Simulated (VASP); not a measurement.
A run of VASP 6.6.1:

File POSCAR:

```
TaAs
1.0
   -1.7539896010      1.7539896010      5.9779540151
    1.7539896010     -1.7539896010      5.9779540151
    1.7539896010      1.7539896010     -5.9779540151
Ta As
2 2
Direct
    0.5000125150      1.0000125150      0.5000000000
    0.7500125150      0.7500125150      0.0000000000
    0.0825869050      0.5825869050      0.5000000000
    0.3325869050      0.3325869050      0.0000000000
```

Contents of INCAR.step1:

```
PREC = Accurate ; ENCUT = 520
ISMEAR = -1 ; SIGMA = 0.02
LREAL = F ; LASPH = T
NELM = 100 ; NBANDS = 24
GGA = PE ; ALGO = Normal
EDIFF = 1E-4 ; LWAVE = T
LCHARG = F
```

File INCAR.step2:

```
PREC = Accurate ; ENCUT = 520
EDIFF = 1E-7 ; ISMEAR = -1
SIGMA = 0.02 ; LREAL = F
LASPH = T ; NELM = 100
ALGO = Normal ; ISIF = 2
LWAVE = F ; LCHARG = T
METAGGA = R2SCAN ; LMIXTAU = T
LELF = T ; LVHAR = T
NBANDS = 24 ; ISTART = 1
```

The input KPOINTS:

```
regular mesh
0
Gamma
  8 8 8
```

Potentials or basis: VASP PAW PBE potentials, release 64 (Ta_pv, As).

Run with:

```console
$ cat potpaw_PBE.64/Ta_pv/POTCAR potpaw_PBE.64/As/POTCAR > POTCAR
$ cp INCAR.step1 INCAR
$ mpirun -np 1 vasp_std > vasp.out
$ cp INCAR.step2 INCAR
$ mpirun -np 1 vasp_std > vasp.out
```

Hardware: 1 thread of AMD EPYC 9R45 (Zen 5), with other jobs on the host.

Question: Estimate the wall time of this run.

Answer: It took 21 min on 1 thread of AMD EPYC 9R45 (Zen 5) (shared host), peak memory 0.38 GiB. Counts: k points 59.
